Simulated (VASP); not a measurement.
# Sr7Cl16 (a cell with a defect) in VASP: electric field gradients with PBE

Aim: the electric field gradients of Sr7Cl16 (a cell with a defect) with PBE.

Program: VASP 6.6.1. These are calculated values, not measurements. Logs are shortened: lines on timing, memory, paths and dates and some standing lists are left out, and cuts for length are marked.

### 1 The cell of the first run

The cell holds a defect, 23 atoms: a = 9.858 Å, b = 9.858 Å, c = 9.858 Å, α = 60.00°, β = 60.00°, γ = 60.00°.

### 2 Electric field gradients, PBE (atoms taken out)

INCAR reads:

```
PREC = Accurate ; ENCUT = 520
EDIFF = 1E-8 ; ISMEAR = -1
SIGMA = 0.01 ; LREAL = Auto
LASPH = T ; NELM = 80
ALGO = Normal ; ISIF = 2
LWAVE = F ; LCHARG = F
GGA = PE ; LEFG = T
NELECT = 184.0 ; NBANDS = 108
```

KPOINTS reads:

```
Automatic mesh
0
Gamma
  3 3 3
```

POSCAR reads:

```
Sr7Cl16
1.0
    0.0000000000      6.9710000000      6.9710000000
    6.9710000000      0.0000000000      6.9710000000
    6.9710000000      6.9710000000      0.0000000000
Sr Cl
7 16
Direct
    0.0000000000      0.0000000000      0.5000000000
    0.0000000000      0.5000000000      0.0000000000
    0.0000000000      0.5000000000      0.5000000000
    0.5000000000      0.0000000000      0.0000000000
    0.5000000000      0.0000000000      0.5000000000
    0.5000000000      0.5000000000      0.0000000000
    0.5000000000      0.5000000000      0.5000000000
    0.1250000000      0.1250000000      0.1250000000
    0.1250000000      0.1250000000      0.6250000000
    0.1250000000      0.6250000000      0.1250000000
    0.1250000000      0.6250000000      0.6250000000
    0.6250000000      0.1250000000      0.1250000000
    0.6250000000      0.1250000000      0.6250000000
    0.6250000000      0.6250000000      0.1250000000
    0.6250000000      0.6250000000      0.6250000000
    0.3750000000      0.3750000000      0.3750000000
    0.3750000000      0.3750000000      0.8750000000
    0.3750000000      0.8750000000      0.3750000000
    0.3750000000      0.8750000000      0.8750000000
    0.8750000000      0.3750000000      0.3750000000
    0.8750000000      0.3750000000      0.8750000000
    0.8750000000      0.8750000000      0.3750000000
    0.8750000000      0.8750000000      0.8750000000
```

Potentials or basis: VASP PAW PBE potentials, release 64 (Sr_sv, Cl).

Started as:

```bash
$ cat potpaw_PBE.64/Sr_sv/POTCAR potpaw_PBE.64/Cl/POTCAR > POTCAR
$ mpirun -np 1 vasp_std > vasp.out
```

OUTCAR:

```text
PREC = Accurate
   ENCUT = 520
   EDIFF = 1E-8
   ISMEAR = -1
   LREAL = Auto
   LASPH = T
   NELM = 80
   ISIF = 2
   GGA = PE
   NELECT = 184.0

 ion  position               nearest neighbor table
   1  0.000  0.000  0.500-   8 3.02   9 3.02  11 3.02  13 3.02  18 3.02  20 3.02  22 3.02  23 3.02
                             3 4.93   5 4.93   2 4.93   4 4.93   2 4.93   3 4.93   7 4.93   4 4.93
   2  0.000  0.500  0.000-   8 3.02  10 3.02  11 3.02  14 3.02  17 3.02  20 3.02  21 3.02  23 3.02
                             3 4.93   6 4.93   1 4.93   3 4.93   7 4.93   1 4.93   4 4.93   4 4.93
   3  0.000  0.500  0.500-   9 3.02  10 3.02  11 3.02  15 3.02  16 3.02  20 3.02  21 3.02  22 3.02
                             7 4.93   1 4.93   2 4.93   2 4.93   6 4.93   1 4.93   5 4.93   5 4.93
   4  0.500  0.000  0.000-   8 3.02  12 3.02  13 3.02  14 3.02  17 3.02  18 3.02  19 3.02  23 3.02
                             5 4.93   6 4.93   1 4.93   5 4.93   7 4.93   2 4.93   6 4.93   7 4.93
   5  0.500  0.000  0.500-   9 3.02  12 3.02  13 3.02  15 3.02  16 3.02  18 3.02  19 3.02  22 3.02
                             7 4.93   1 4.93   4 4.93   4 4.93   6 4.93   3 4.93   6 4.93   7 4.93
   6  0.500  0.500  0.000-  10 3.02  12 3.02  14 3.02  15 3.02  16 3.02  17 3.02  19 3.02  21 3.02
                             7 4.93   2 4.93   4 4.93   3 4.93   5 4.93   7 4.93   4 4.93   5 4.93
   7  0.500  0.500  0.500-  11 3.02  13 3.02  14 3.02  15 3.02  16 3.02  17 3.02  18 3.02  20 3.02
                             6 4.93   3 4.93   5 4.93   2 4.93   4 4.93   6 4.93   1 4.93   4 4.93
   8  0.125  0.125  0.125-   1 3.02   2 3.02   4 3.02
   9  0.125  0.125  0.625-   1 3.02   3 3.02   5 3.02
  10  0.125  0.625  0.125-   2 3.02   3 3.02   6 3.02
  11  0.125  0.625  0.625-   1 3.02   2 3.02   3 3.02   7 3.02
  12  0.625  0.125  0.125-   4 3.02   5 3.02   6 3.02
  13  0.625  0.125  0.625-   1 3.02   4 3.02   5 3.02   7 3.02
  14  0.625  0.625  0.125-   2 3.02   4 3.02   6 3.02   7 3.02
  15  0.625  0.625  0.625-   3 3.02   5 3.02   6 3.02   7 3.02
  16  0.375  0.375  0.375-   3 3.02   5 3.02   6 3.02   7 3.02
  17  0.375  0.375  0.875-   2 3.02   4 3.02   6 3.02   7 3.02
  18  0.375  0.875  0.375-   1 3.02   4 3.02   5 3.02   7 3.02
  19  0.375  0.875  0.875-   4 3.02   5 3.02   6 3.02
  20  0.875  0.375  0.375-   1 3.02   2 3.02   3 3.02   7 3.02
  21  0.875  0.375  0.875-   2 3.02   3 3.02   6 3.02
  22  0.875  0.875  0.375-   1 3.02   3 3.02   5 3.02
  23  0.875  0.875  0.875-   1 3.02   2 3.02   4 3.02

  LATTYP: Found a face centered cubic cell.
 ALAT       =    13.9420000000

  Lattice vectors:

 A1 = (   0.0000000000,   6.9710000000,   6.9710000000)
 A2 = (   6.9710000000,   0.0000000000,   6.9710000000)
 A3 = (   6.9710000000,   6.9710000000,   0.0000000000)

Analysis of symmetry for initial positions (statically):
=====================================================================
 Subroutine PRICEL returns:
[... 636 lines left out ...]
  external PRESSURE =      35.8760449 kB  Pullay stress =       0.0000000 kB

 VOLUME and BASIS-vectors are now :
 -----------------------------------------------------------------------------
  energy-cutoff  :      520.00
  volume of cell :      677.51
      direct lattice vectors                 reciprocal lattice vectors
     0.000000000  6.971000000  6.971000000    -0.071725721  0.071725721  0.071725721
     6.971000000  0.000000000  6.971000000     0.071725721 -0.071725721  0.071725721
     6.971000000  6.971000000  0.000000000     0.071725721  0.071725721 -0.071725721

 POSITION                                       TOTAL-FORCE (eV/Angst)
 -----------------------------------------------------------------------------------
      3.48550      3.48550      0.00000         0.000000      0.000000      0.000000
      3.48550      0.00000      3.48550         0.000000      0.000000      0.000000
      6.97100      3.48550      3.48550         0.000000      0.000000     -0.000000
      0.00000      3.48550      3.48550         0.000000      0.000000      0.000000
      3.48550      6.97100      3.48550         0.000000      0.000000      0.000000
      3.48550      3.48550      6.97100         0.000000      0.000000     -0.000000
[... 15 lines left out ...]
      8.71375      8.71375     12.19925         0.236736      0.236736     -0.236736
     12.19925     12.19925     12.19925        -0.236736     -0.236736     -0.236736
 -----------------------------------------------------------------------------------
    total drift:                                0.000000      0.000000     -0.000000

  FREE ENERGIE OF THE ION-ELECTRON SYSTEM (eV)
  ---------------------------------------------------
  free  energy   TOTEN  =       -90.9612100392 eV

  energy  without entropy=      -90.9612100392  energy(sigma->0) =      -90.96121004

 Electric field gradients (V/A^2)
---------------------------------------------------------------------
 ion       V_xx      V_yy      V_zz      V_xy      V_xz      V_yz
---------------------------------------------------------------------
   1       1.324     1.324    -2.648   -19.034    -0.000    -0.000
   2       1.324    -2.648     1.324    -0.000   -19.034    -0.000
   3      -2.648     1.324     1.324    -0.000    -0.000    19.034
   4      -2.648     1.324     1.324    -0.000    -0.000   -19.034
   5       1.324    -2.648     1.324    -0.000    19.034    -0.000
   6       1.324     1.324    -2.648    19.034    -0.000    -0.000
[... 15 lines left out ...]
  22       0.000     0.000    -0.000   -17.701    17.701    17.701
  23      -0.000    -0.000    -0.000   -17.701   -17.701   -17.701
---------------------------------------------------------------------

 Electric field gradients after diagonalization (V/A^2)
 (convention: |V_zz| > |V_xx| > |V_yy|)
----------------------------------------------------------------------
 ion       V_xx      V_yy      V_zz     asymmetry (V_yy - V_xx)/ V_zz
----------------------------------------------------------------------
   1     -17.710    -2.648    20.358       0.740
   2     -17.710    -2.648    20.358       0.740
   3     -17.710    -2.648    20.358       0.740
   4     -17.710    -2.648    20.358       0.740
   5     -17.710    -2.648    20.358       0.740
   6     -17.710    -2.648    20.358       0.740
[... 15 lines left out ...]
  22      17.701    17.701   -35.402       0.000
  23      17.701    17.701   -35.402       0.000
----------------------------------------------------------------------

           NMR quadrupolar parameters

 Cq : quadrupolar parameter    Cq=e*Q*V_zz/h
 eta: asymmetry parameters     (V_yy - V_xx)/ V_zz
 Q  : nuclear electric quadrupole moment in mb (millibarn)
----------------------------------------------------------------------
 ion       Cq(MHz)       eta       Q (mb)
----------------------------------------------------------------------
   1       0.049       0.740       1.000
   2       0.049       0.740       1.000
   3       0.049       0.740       1.000
   4       0.049       0.740       1.000
   5       0.049       0.740       1.000
   6       0.049       0.740       1.000
[... 15 lines left out ...]
  22      -0.086       0.000       1.000
  23      -0.086       0.000       1.000
----------------------------------------------------------------------
```

OSZICAR:

```text
N       E                     dE             d eps       ncg     rms          rms(c)
DAV:   1     0.146784781877E+04    0.14678E+04   -0.85005E+04   872   0.150E+03
DAV:   2     0.549762441903E+02   -0.14129E+04   -0.13854E+04  1104   0.329E+02
DAV:   3    -0.878007801339E+02   -0.14278E+03   -0.14231E+03  1024   0.983E+01
[... 11 lines left out ...]
DAV:  15    -0.909612096652E+02   -0.19978E-05   -0.70964E-06  1256   0.660E-03    0.460E-03
DAV:  16    -0.909612097045E+02   -0.39294E-07   -0.13018E-06  1032   0.324E-03    0.111E-03
DAV:  17    -0.909612099661E+02   -0.26159E-06   -0.23794E-07  1080   0.136E-03    0.795E-04
DAV:  18    -0.909612100402E+02   -0.74109E-07   -0.37026E-08   912   0.508E-04    0.262E-04
DAV:  19    -0.909612100392E+02    0.10423E-08   -0.34229E-09   672   0.175E-04
   1 F= -.90961210E+02 E0= -.90961210E+02  d E =-.123860E-13
```

stdout:

```text
POSCAR found type information on POSCAR SrCl
 POSCAR found :  2 types and      23 ions
 scaLAPACK will be used
 LDA part: xc-table for (Slater+PW92), standard interpolation
 POSCAR, INCAR and KPOINTS ok, starting setup
 FFT: planning ... GRIDC
 FFT: planning ... GRID_SOFT
 FFT: planning ... GRID
 WAVECAR not read
 entering main loop
 the old and the new charge density differ
 old charge density:   182.00000 new  184.00000
    0.357E+01
ion   1

ion   2

ion   3

ion   4

ion   5

ion   6

ion   7

ion   8

ion   9

ion  10

ion  11

ion  12

ion  13

ion  14

ion  15

ion  16

ion  17

ion  18

ion  19

ion  20

ion  21

ion  22

ion  23
```

It took 12 min on 1 thread of AMD EPYC 7R43 (Zen 3), shared host; peak memory 0.96 GiB.

What came out:

```
Free energy                             : -90.9612 eV
Largest force                           : 0.410 eV/Å
Largest electric field gradient by atom : Sr +20.4, +0.0 (each value once); Cl -35.4, +1.6 (each value once) V/Å²
```

Forces on the atoms (eV/Å):
```
Sr   0.000  0.000  0.000
Sr   0.000  0.000  0.000
Sr   0.000  0.000  0.000
Sr   0.000  0.000  0.000
Sr   0.000  0.000  0.000
Sr   0.000  0.000  0.000
Sr   0.000  0.000  0.000
Cl   0.237  0.237  0.237
Cl  -0.237 -0.237  0.237
Cl  -0.237  0.237 -0.237
Cl  -0.129  0.129  0.129
Cl   0.237 -0.237 -0.237
Cl   0.129 -0.129  0.129
Cl   0.129  0.129 -0.129
Cl  -0.129 -0.129 -0.129
Cl   0.129  0.129  0.129
Cl  -0.129 -0.129  0.129
Cl  -0.129  0.129 -0.129
Cl  -0.237  0.237  0.237
Cl   0.129 -0.129 -0.129
Cl   0.237 -0.237  0.237
Cl   0.237  0.237 -0.237
Cl  -0.237 -0.237 -0.237
```

Levels at points of the mesh, in eV from the Fermi level:
| k point | band 89 | band 90 | band 91 | band 92 | band 93 | band 94 | band 95 | band 96 |
| --- | --- | --- | --- | --- | --- | --- | --- | --- |
| (0.00, 0.00, 0.00) | -0.63 | -0.54 | -0.54 | -0.28 | 4.57 | 4.65 | 4.65 | 4.77 |

Electric field gradients, principal values (V/Å²):
```tsv
atom	least	middle	greatest (by size)
1 Sr	-2.648	-17.710	20.358
2 Sr	-2.648	-17.710	20.358
3 Sr	-2.648	-17.710	20.358
4 Sr	-2.648	-17.710	20.358
5 Sr	-2.648	-17.710	20.358
6 Sr	-2.648	-17.710	20.358
7 Sr	0.000	0.000	0.000
8 Cl	17.701	17.701	-35.402
9 Cl	17.701	17.701	-35.402
10 Cl	17.701	17.701	-35.402
11 Cl	-0.813	-0.814	1.627
12 Cl	17.701	17.701	-35.402
13 Cl	-0.813	-0.814	1.627
14 Cl	-0.813	-0.814	1.627
15 Cl	-0.814	-0.814	1.627
16 Cl	-0.814	-0.814	1.627
17 Cl	-0.813	-0.814	1.627
18 Cl	-0.813	-0.814	1.627
19 Cl	17.701	17.701	-35.402
20 Cl	-0.813	-0.814	1.627
21 Cl	17.701	17.701	-35.402
22 Cl	17.701	17.701	-35.402
23 Cl	17.701	17.701	-35.402
```

Caveat: the cell carries a net charge on a neutralising background, which shifts energy and pressure; the cell differs from its parent crystal (atoms taken out); the cell is charged against a uniform background, so pressure and absolute levels hang on convention; without QUAD_EFG the Cq values of the log hold for a quadrupole moment of 1 mb, not for the nuclei.
